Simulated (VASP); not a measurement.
# NaSc3 (P4/mmm) in VASP: a series of runs

The runs below take NaSc3 through single point, relaxation of cell and atoms, with PBE.

Program: VASP 6.6.1. These are calculated values, not measurements. Logs are shortened: lines on timing, memory, paths and dates and some standing lists are left out, and cuts for length are marked.

**1. The cell of the first run**

Symmetry: P4/mmm, No. 123, tetragonal system. The conventional cell has a = 4.709 Å, b = 4.709 Å, c = 4.684 Å, α = 90.00°, β = 90.00°, γ = 90.00°. Na (site symmetry 4/mmm) has 12 Sc at 3.32 to 3.33 Å within 4.4 Å. Sc (site symmetry mmm) has 4 Na at 3.32 Å and 8 Sc at 3.32 to 3.33 Å within 4.4 Å. Within 4.4 Å of Sc (site symmetry 4/mmm) lie 8 Sc at 3.32 Å and 4 Na at 3.33 Å.

**2. Single point, PBE**

INCAR reads:

```
PREC = Accurate
ENCUT = 500
EDIFF = 1E-6
ISMEAR = 0
SIGMA = 0.1
LREAL = False
LASPH = True
NELM = 120
ALGO = Normal
ISIF = 2
LWAVE = False
LCHARG = False
GGA = PE
NBANDS = 28
GGA_COMPAT = False
```

KPOINTS reads:

```
Automatic mesh
0
Gamma
  4 4 4
```

POSCAR reads:

```
NaSc3
1.0
    4.7094469936      0.0000000000      0.0000000000
    0.0000000000      4.7094469936      0.0000000000
    0.0000000000      0.0000000000      4.6836259676
Na Sc
1 3
Direct
    0.0000000000      0.0000000000      0.0000000000
    0.0000000000      0.5000000000      0.5000000000
    0.5000000000      0.0000000000      0.5000000000
    0.5000000000      0.5000000000      0.0000000000
```

Potentials or basis: VASP PAW PBE potentials, release 64 (Na_pv, Sc_sv).

Run with:

```sh
cat potpaw_PBE.64/Na_pv/POTCAR potpaw_PBE.64/Sc_sv/POTCAR > POTCAR
mpirun -np 1 vasp_std > vasp.out
```

OUTCAR:

```text
PREC = Accurate
   ENCUT = 500
   EDIFF = 1E-6
   ISMEAR = 0
   LREAL = False
   LASPH = True
   NELM = 120
   ISIF = 2
   GGA = PE

 ion  position               nearest neighbor table
   1  0.000  0.000  0.000-
   2  0.000  0.500  0.500-   4 3.32   4 3.32   4 3.32   4 3.32   3 3.33   3 3.33   3 3.33   3 3.33

   3  0.500  0.000  0.500-   4 3.32   4 3.32   4 3.32   4 3.32   2 3.33   2 3.33   2 3.33   2 3.33

   4  0.500  0.500  0.000-   2 3.32   3 3.32   2 3.32   3 3.32   3 3.32   3 3.32   2 3.32   2 3.32

  LATTYP: Found a simple tetragonal cell.
 ALAT       =     4.7094469936
 C/A-ratio  =     0.9945171851

  Lattice vectors:

 A1 = (   4.7094469936,   0.0000000000,   0.0000000000)
 A2 = (   0.0000000000,   4.7094469936,   0.0000000000)
 A3 = (   0.0000000000,   0.0000000000,   4.6836259676)

Analysis of symmetry for initial positions (statically):
=====================================================================
 Subroutine PRICEL returns:
 Original cell was already a primitive cell.

 Routine SETGRP: Setting up the symmetry group for a
 simple tetragonal supercell.

 Subroutine GETGRP returns: Found 16 space group operations
 (whereof 16 operations were pure point group operations)
 out of a pool of 16 trial point group operations.

The static configuration has the point symmetry D_4h.

Analysis of symmetry for dynamics (positions and initial velocities):
=====================================================================
 Subroutine PRICEL returns:
 Original cell was already a primitive cell.

 Routine SETGRP: Setting up the symmetry group for a
 simple tetragonal supercell.

 Subroutine GETGRP returns: Found 16 space group operations
 (whereof 16 operations were pure point group operations)
 out of a pool of 16 trial point group operations.

The dynamic configuration has the point symmetry D_4h.

 Subroutine INISYM returns: Found 16 space group operations
 (whereof 16 operations are pure point group operations),
 and found     1 'primitive' translations

----------------------------------------------------------------------------------------

                                     Primitive cell

  volume of cell :     103.8776

  direct lattice vectors                    reciprocal lattice vectors
     4.709446994  0.000000000  0.000000000     0.212339156  0.000000000  0.000000000
     0.000000000  4.709446994  0.000000000     0.000000000  0.212339156  0.000000000
[... 82 lines left out ...]
   EDIFF  = 0.1E-05   stopping-criterion for ELM
   LREAL  =      F    real-space projection
   EDIFFG = 0.1E-04   stopping-criterion for IOM
   NSW    =      0    number of steps for IOM
   IBRION =     -1    ionic relax: 0-MD 1-quasi-New 2-CG
   NFREE  =      0    steps in history (QN), initial steepest desc. (CG)
   ISIF   =      2    stress and relaxation
   ISYM   =      2    0-nonsym 1-usesym 2-fastsym
   POTIM  = 0.5000    time-step for ionic-motion
   TEBEG  =    0.0;   TEEND  =   0.0 temperature during run
   PSTRESS=    0.0 pullay stress
   NELECT =      40.0000    total number of electrons
   NUPDOWN=      -1.0000    fix difference up-down
   EMIN   =  10.00;   EMAX   =-10.00  energy-range for DOS
   EFERMI =   0.00;   METHOD = LEGACY
   ISMEAR =     0;   SIGMA  =   0.10  broadening in eV -4-tet -1-fermi 0-gaus
   EFERMI_NEDOS =   21; number of points for ismear=-14 and -15
   IALGO  =     38    algorithm
   IMIX   =      4    mixing-type and parameters
     AMIX     =   0.40;   BMIX     =  1.00
     AMIX_MAG =   1.60;   BMIX_MAG =  1.00
  volume/ion in A,a.u.               =      25.97       175.25
  Fermi-wavevector in a.u.,A,eV,Ry     =   1.191025  2.250711 19.300411  1.418540
  Thomas-Fermi vector in A             =   2.327096
   LORBIT       =      0    0 simple, 1 ext, 2 COOP (PROOUT), +10 PAW based schemes
   GGA     = PE    functional components
   LHFCALC =     F    Hartree Fock is set to
   AEXX    =    0.0000 exact exchange contribution
   IVDW    =     0    specifies the selected vdW correction
   LEPSILON=     F    determine dielectric tensor
   LRPA    =     F    only Hartree local field effects (RPA)
 non-spin polarized calculation
 Gauss-broadening in eV      SIGMA  =   0.10
  energy-cutoff  :      500.00
  volume of cell :      103.88
 maximum number of plane-waves:      2656
 NGX is ok and might be reduce to    36
   NGX = 17   NGY = 17   NGZ = 17

 number of electron      40.0000004 magnetization

 Free energy of the ion-electron system (eV)
  ---------------------------------------------------
  ext. energy  EPLUGINS =         0.00000000
  ---------------------------------------------------
  free energy    TOTEN  =       -18.48840621 eV

  energy without entropy =      -18.45151558  energy(sigma->0) =      -18.46996090

 E-fermi :   2.9644     XC(G=0):  -9.1715

 val. band max:        2.9086327676   @ k =   0.2500   0.0000   0.0000
 cond. band min:       2.9893969686   @ k =   0.5000   0.2500   0.5000
 fundamental gap:      0.0807642010
 Fermi energy:         2.9644206750

 k-point     1 :       0.0000    0.0000    0.0000
  band No.  band energies     occupation
      1     -46.8893      2.00000
      2     -46.8451      2.00000
      3     -46.8403      2.00000
      4     -25.6009      2.00000
      5     -25.5993      2.00000
      6     -25.5993      2.00000
[... 547 lines left out ...]
     27       4.8909      0.00000
     28       4.8926      0.00000

------------------------ aborting loop because EDIFF is reached ----------------------------------------

  FORCE on cell =-STRESS in cart. coord.  units (eV):
  Direction    XX          YY          ZZ          XY          YZ          ZX
  --------------------------------------------------------------------------------------
  -------------------------------------------------------------------------------------
  Total        0.0225346      0.0225346      0.0616562      0.0000000     -0.0000000      0.0000000
  in kB        0.3475667      0.3475667      0.9509670      0.0000000     -0.0000000      0.0000000
  external PRESSURE =       0.5487001 kB  Pullay stress =       0.0000000 kB

 VOLUME and BASIS-vectors are now :
 -----------------------------------------------------------------------------
  energy-cutoff  :      500.00
  volume of cell :      103.88
      direct lattice vectors                 reciprocal lattice vectors
     4.709446994  0.000000000  0.000000000     0.212339156  0.000000000  0.000000000
     0.000000000  4.709446994  0.000000000     0.000000000  0.212339156  0.000000000
     0.000000000  0.000000000  4.683625968     0.000000000  0.000000000  0.213509791

 POSITION                                       TOTAL-FORCE (eV/Angst)
 -----------------------------------------------------------------------------------
      0.00000      0.00000      0.00000         0.000000      0.000000      0.000000
      0.00000      2.35472      2.34181         0.000000      0.000000      0.000000
      2.35472      0.00000      2.34181         0.000000      0.000000      0.000000
      2.35472      2.35472      0.00000         0.000000      0.000000      0.000000
 -----------------------------------------------------------------------------------
    total drift:                                0.000000      0.000000      0.000000

  FREE ENERGIE OF THE ION-ELECTRON SYSTEM (eV)
  ---------------------------------------------------
  free  energy   TOTEN  =       -18.4884062078 eV

  energy  without entropy=      -18.4515155831  energy(sigma->0) =      -18.46996090
```

OSZICAR:

```text
N       E                     dE             d eps       ncg     rms          rms(c)
DAV:   1     0.747546580400E+03    0.74755E+03   -0.18247E+04  1040   0.147E+03
DAV:   2     0.343137553973E+02   -0.71323E+03   -0.70350E+03  1432   0.648E+02
DAV:   3    -0.184656452176E+02   -0.52779E+02   -0.51392E+02  1644   0.227E+02
DAV:   4    -0.209906208054E+02   -0.25250E+01   -0.24562E+01  1640   0.454E+01
DAV:   5    -0.210631938566E+02   -0.72573E-01   -0.72088E-01  1664   0.822E+00    0.848E+00
DAV:   6    -0.186712373765E+02    0.23920E+01   -0.69273E+00  1380   0.212E+01    0.209E+00
DAV:   7    -0.185113860916E+02    0.15985E+00   -0.56741E-01  1456   0.612E+00    0.984E-01
DAV:   8    -0.184898909682E+02    0.21495E-01   -0.51782E-02  1552   0.187E+00    0.301E-01
DAV:   9    -0.184890999257E+02    0.79104E-03   -0.20163E-02  1672   0.129E+00    0.216E-01
DAV:  10    -0.184886079751E+02    0.49195E-03   -0.45712E-03  1696   0.673E-01    0.902E-02
DAV:  11    -0.184884400746E+02    0.16790E-03   -0.24724E-03  1504   0.397E-01    0.434E-02
DAV:  12    -0.184884112562E+02    0.28818E-04   -0.29414E-04  1528   0.162E-01    0.885E-03
DAV:  13    -0.184884060002E+02    0.52561E-05   -0.15964E-05  1432   0.392E-02    0.203E-03
DAV:  14    -0.184884062078E+02   -0.20767E-06   -0.12925E-06   992   0.102E-02
   1 F= -.18488406E+02 E0= -.18469961E+02  d E =-.368906E-01
```

Run time: 25 s. Hardware: 1 thread of Intel Xeon 6975P-C (Granite Rapids), shared host; peak memory 0.21 GiB.

What came out:

| Item | Value |
| --- | --- |
| Free energy | -18.4884 eV |
| Pressure | 0.1 GPa |
| Band gap on the k mesh | zero (band 20 reaches 3.13 eV, above the bottom of band 21 at 2.76 eV) |

**3. Relaxation of cell and atoms, PBE**

This run uses another cell than the first one, of 18.79 Å³/atom, 0.724 times its volume.

INCAR reads:

```
PREC     = Accurate       # precision mode
ENCUT    = 500            # plane-wave cutoff, eV
EDIFF    = 1E-7           # SCF threshold, eV
ISMEAR   = 0              # smearing method
SIGMA    = 0.1            # smearing width, eV
LREAL    = F              # projectors in reciprocal space
LASPH    = T              # aspherical terms in the spheres
NELM     = 120            # most SCF steps
ALGO     = Normal         # electronic algorithm
ISIF     = 3              # what is computed and relaxed
LWAVE    = F              # write WAVECAR
LCHARG   = F              # write CHGCAR
GGA      = PE             # functional
IBRION   = 2              # ionic algorithm
NSW      = 90             # ionic steps
EDIFFG   = -0.04          # ionic threshold
GGA_COMPAT= F            
NELMIN   = 4
```

KPOINTS is that of step 2.

POSCAR reads:

```
NaSc3
1.0
    4.2350375247      0.0000000000      0.0000000000
    0.0000000000      4.2350375247      0.0000000000
    0.0000000000      0.0000000000      4.1915072499
Na Sc
1 3
Direct
    0.0000000000      0.0000000000      0.0000000000
    0.0000000000      0.5000000000      0.5000000000
    0.5000000000      0.0000000000      0.5000000000
    0.5000000000      0.5000000000      0.0000000000
```

Potentials or basis: VASP PAW PBE potentials, release 64 (Na_pv, Sc_sv).

Run with:

```sh
cat potpaw_PBE.64/Na_pv/POTCAR potpaw_PBE.64/Sc_sv/POTCAR > POTCAR
mpirun -np 1 vasp_std > vasp.out
```

OUTCAR:

```text
PREC = Accurate
   ENCUT = 500
   EDIFF = 1E-7
   ISMEAR = 0
   LREAL = F
   LASPH = T
   NELM = 120
   ISIF = 3
   GGA = PE
   IBRION = 2
   NSW = 90
   EDIFFG = -0.04
   NELMIN = 4

 ion  position               nearest neighbor table
   1  0.000  0.000  0.000-   2 2.98   3 2.98   2 2.98   3 2.98   2 2.98   2 2.98   3 2.98   3 2.98
                             4 2.99   4 2.99   4 2.99   4 2.99
   2  0.000  0.500  0.500-   1 2.98   4 2.98   1 2.98   4 2.98   1 2.98   1 2.98   4 2.98   4 2.98
                             3 2.99   3 2.99   3 2.99   3 2.99
   3  0.500  0.000  0.500-   1 2.98   4 2.98   1 2.98   4 2.98   4 2.98   4 2.98   1 2.98   1 2.98
                             2 2.99   2 2.99   2 2.99   2 2.99
   4  0.500  0.500  0.000-   2 2.98   3 2.98   2 2.98   3 2.98   3 2.98   3 2.98   2 2.98   2 2.98
                             1 2.99   1 2.99   1 2.99   1 2.99

  LATTYP: Found a simple tetragonal cell.
 ALAT       =     4.2350375247
 C/A-ratio  =     0.9897213957

  Lattice vectors:

 A1 = (   4.2350375247,   0.0000000000,   0.0000000000)
 A2 = (   0.0000000000,   4.2350375247,   0.0000000000)
 A3 = (   0.0000000000,   0.0000000000,   4.1915072499)

Analysis of symmetry for initial positions (statically):
=====================================================================
 Subroutine PRICEL returns:
 Original cell was already a primitive cell.

 Routine SETGRP: Setting up the symmetry group for a
 simple tetragonal supercell.

 Subroutine GETGRP returns: Found 16 space group operations
 (whereof 16 operations were pure point group operations)
[... 151 lines left out ...]
   NGX = 15   NGY = 15   NGZ = 15

--------------------------------------- Ionic step        1  -------------------------------------------

 number of electron      40.0000012 magnetization

 Free energy of the ion-electron system (eV)
  ---------------------------------------------------
  ext. energy  EPLUGINS =         0.00000000
  ---------------------------------------------------
  free energy    TOTEN  =       -17.00291385 eV

  energy without entropy =      -16.99701105  energy(sigma->0) =      -16.99996245

 E-fermi :   4.9012     XC(G=0): -10.4695

 val. band max:        4.9005365922   @ k =   0.5000   0.0000   0.0000
 cond. band min:       4.9111851825   @ k =   0.0000   0.0000   0.5000
 fundamental gap:      0.0106485903
 Fermi energy:         4.9011766675

 k-point     1 :       0.0000    0.0000    0.0000
  band No.  band energies     occupation
      1     -44.1614      2.00000
      2     -43.9893      2.00000
      3     -43.9750      2.00000
      4     -23.0896      2.00000
      5     -23.0896      2.00000
      6     -23.0868      2.00000
[... 550 lines left out ...]
--------------------------------------- Ionic step        3  -------------------------------------------

 number of electron      39.9999936 magnetization

 Free energy of the ion-electron system (eV)
  ---------------------------------------------------
  ext. energy  EPLUGINS =         0.00000000
  ---------------------------------------------------
  free energy    TOTEN  =       -18.46794369 eV

  energy without entropy =      -18.43131224  energy(sigma->0) =      -18.44962797

 E-fermi :   2.9798     XC(G=0):  -9.1818

 val. band max:        2.9233304978   @ k =   0.2500   0.0000   0.0000
 cond. band min:       3.0044640139   @ k =   0.5000   0.2500   0.5000
 fundamental gap:      0.0811335161
 Fermi energy:         2.9797980917

 k-point     1 :       0.0000    0.0000    0.0000
  band No.  band energies     occupation
      1     -46.8651      2.00000
      2     -46.8212      2.00000
      3     -46.8129      2.00000
      4     -25.5806      2.00000
      5     -25.5779      2.00000
      6     -25.5779      2.00000
[... 506 lines left out ...]
  FREE ENERGIE OF THE ION-ELECTRON SYSTEM (eV)
  ---------------------------------------------------
  free  energy   TOTEN  =       -18.4679436897 eV

  energy  without entropy=      -18.4313122428  energy(sigma->0) =      -18.44962797

 reached required accuracy - stopping structural energy minimisation
```

OSZICAR:

```text
N       E                     dE             d eps       ncg     rms          rms(c)
DAV:   1     0.779412668341E+03    0.77941E+03   -0.19099E+04   872   0.187E+03
DAV:   2     0.346286098030E+02   -0.74478E+03   -0.74037E+03  1264   0.798E+02
DAV:   3    -0.167788292126E+02   -0.51407E+02   -0.51065E+02  1432   0.280E+02
[... 32 lines left out ...]
DAV:   5    -0.184679688619E+02    0.18741E-03   -0.19298E-03  1200   0.455E-01    0.406E-02
DAV:   6    -0.184679425706E+02    0.26291E-04   -0.20536E-04  1296   0.162E-01    0.982E-03
DAV:   7    -0.184679434454E+02   -0.87488E-06   -0.21841E-05  1296   0.480E-02    0.288E-03
DAV:   8    -0.184679436356E+02   -0.19020E-06   -0.12607E-06  1224   0.100E-02    0.946E-04
DAV:   9    -0.184679436897E+02   -0.54089E-07   -0.83135E-08   664   0.391E-03
   3 F= -.18467944E+02 E0= -.18449628E+02  d E =-.146503E+01
```

CONTCAR:

```text
NaSc3
   1.00000000000000
     4.7108459385973305    0.0000000000000000   -0.0000000000000000
     0.0000000000000000    4.7108459385973305    0.0000000000000000
    -0.0000000000000000   -0.0000000000000000    4.6677907030013941
  Na              Sc
     1     3
Direct
     0.0000000000000000    0.0000000000000000    0.0000000000000000
     0.0000000000000000    0.5000000000000000    0.5000000000000000
     0.5000000000000000    0.0000000000000000    0.5000000000000000
     0.5000000000000000    0.5000000000000000    0.0000000000000000

  0.00000000E+00  0.00000000E+00  0.00000000E+00
  0.00000000E+00  0.00000000E+00  0.00000000E+00
  0.00000000E+00  0.00000000E+00  0.00000000E+00
  0.00000000E+00  0.00000000E+00  0.00000000E+00
```

It took 39 s on 1 thread of Intel Xeon 6975P-C (Granite Rapids), shared host; peak memory 0.19 GiB.

What came out:

- Free energy: -18.4679 eV
- Relaxed volume: 25.90 Å³/atom
- Relaxed cell: a = 4.711 Å, b = 4.711 Å, c = 4.668 Å, α = 90.00°, β = 90.00°, γ = 90.00°
- Space group after relaxing (to 0.05 Å): Pm-3m (No. 221)
- Energy gained by relaxing: 366.3 meV/atom
- Ionic steps: 3
- Pressure after relaxing: 0.1 GPa
- Band gap on the k mesh: zero (band 20 reaches 3.16 eV, above the bottom of band 21 at 2.77 eV)

Stress tensor (GPa, compression positive):
```
0.04 0.00 0.00
0.00 0.04 0.00
0.00 0.00 0.14
```

The path:
| step | energy change (eV) | largest force (eV/Å) | pressure (GPa) | volume (Å³) |
| --- | --- | --- | --- | --- |
| 1 | 0.0000 | 0.0000 | 20.87 | 75.18 |
| 2 | -1.4632 | 0.0000 | -0.45 | 105.09 |
| 3 | -1.4650 | 0.0000 | 0.07 | 103.59 |

Final structure:
```
CELL_PARAMETERS angstrom
4.71085 0.00000 0.00000
0.00000 4.71085 0.00000
0.00000 0.00000 4.66779
ATOMIC_POSITIONS crystal
Na 0.00000 0.00000 0.00000
Sc 0.00000 0.50000 0.50000
Sc 0.50000 0.00000 0.50000
Sc 0.50000 0.50000 0.00000
```

Caveat: the k points lie up to 0.34 Å⁻¹ apart in the final cell; the volume moved by over 15 % at a fixed basis, so the end points are rough.
